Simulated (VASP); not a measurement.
Write the native input for VASP 6.6.1 that does the following.

```yaml
Task: single point
Functional: r2SCAN
Dispersion: rVV10
Potentials_or_basis: VASP PAW PBE potentials, release 64 (Ge_d, Sb, Te)
Cutoff: 520 eV
k_mesh: 4 × 4 × 4
Occupations: fermi-dirac, width 0.03 eV
Spin: no spin polarisation
Dipole_correction: no
Further_INCAR_settings: ALGO = Normal; EDIFF = 1e-06; NBANDS = 44
```

Ge2Sb2Te5:

```
Ge Sb Te
1.0
     6.86498   -3.02326   -0.07587
     6.86498    3.02326   -0.07587
    -6.93289    0.00000    6.79067
Ge Sb Te
2 2 5
Direct
  0.48533 0.48533 0.99627
  0.28549 0.28549 0.21024
  0.10574 0.10574 0.42743
  0.88898 0.88898 0.58165
  0.41141 0.41141 0.59948
  0.21478 0.21478 0.81182
  0.00715 0.00715 0.99803
  0.80446 0.80446 0.19498
  0.59666 0.59666 0.38009
```

These files were run (other wordings do the same):

POSCAR

```
Ge2Sb2Te5
1.0
    6.8649762096     -3.0232641455     -0.0758749980
    6.8649762096      3.0232641455     -0.0758749980
   -6.9328852874      0.0000000000      6.7906702672
Ge Sb Te
2 2 5
Direct
    0.4853322848      0.4853322848     -0.0037254751
    0.2854852948      0.2854852948      0.2102387686
    0.1057384119      0.1057384119      0.4274284704
    0.8889756571      0.8889756571      0.5816526413
    0.4114127413      0.4114127413      0.5994787913
    0.2147836888      0.2147836888      0.8118219712
    0.0071482199      0.0071482199     -0.0019672360
    0.8044628451      0.8044628451      0.1949780354
    0.5966608561      0.5966608561      0.3800940330
```

INCAR.step1

```
PREC     = Accurate       # precision mode
ENCUT    = 520            # plane-wave cutoff, eV
ISMEAR   = -1             # smearing method
SIGMA    = 0.03           # smearing width, eV
LREAL    = False          # projectors in reciprocal space
LASPH    = True           # aspherical terms in the spheres
NELM     = 60             # most SCF steps
NBANDS   = 44             # bands
GGA      = PE             # functional
ALGO     = Normal         # electronic algorithm
EDIFF    = 1E-4           # SCF threshold, eV
LWAVE    = True           # write WAVECAR
LCHARG   = False          # write CHGCAR
```

INCAR.step2

```
PREC     = Accurate       # precision mode
ENCUT    = 520            # plane-wave cutoff, eV
EDIFF    = 1E-6           # SCF threshold, eV
ISMEAR   = -1             # smearing method
SIGMA    = 0.03           # smearing width, eV
LREAL    = False          # projectors in reciprocal space
LASPH    = True           # aspherical terms in the spheres
NELM     = 60             # most SCF steps
ALGO     = Normal         # electronic algorithm
ISIF     = 2              # what is computed and relaxed
LWAVE    = False          # write WAVECAR
LCHARG   = True           # write CHGCAR
METAGGA  = R2SCAN         # meta-GGA
LMIXTAU  = True         
LUSE_VDW = True         
IVDW_NL  = 2            
BPARAM   = 11.95        
CPARAM   = 0.0093       
LELF     = True           # ELF
LVHAR    = True         
NBANDS   = 44             # bands
ISTART   = 1
```

KPOINTS

```
regular mesh
0
Gamma
  4 4 4
```

Potentials or basis: VASP PAW PBE potentials, release 64 (Ge_d, Sb, Te).

Command:

```bash
$ cat potpaw_PBE.64/Ge_d/POTCAR potpaw_PBE.64/Sb/POTCAR potpaw_PBE.64/Te/POTCAR > POTCAR
$ cp INCAR.step1 INCAR
$ mpirun -np 1 vasp_std > vasp.out
$ cp INCAR.step2 INCAR
$ mpirun -np 1 vasp_std > vasp.out
```

It gave:

* Pressure: 0.2 GPa
* Largest force: 0.043 eV/Å
* Band gap on the k mesh: 0.32 eV (least direct gap 0.33 eV)

Caveat: semilocal functionals underestimate gaps, and a narrow one can read as zero; the PAW data sets were made with another functional, which shifts forces and pressure a little; spin-orbit coupling is left out, which moves the levels of the heavy elements.

Wall time 23 min on 1 thread of Oxide Virtual Turin-like Processor, with other jobs on the host, peak memory 1.5 GiB.
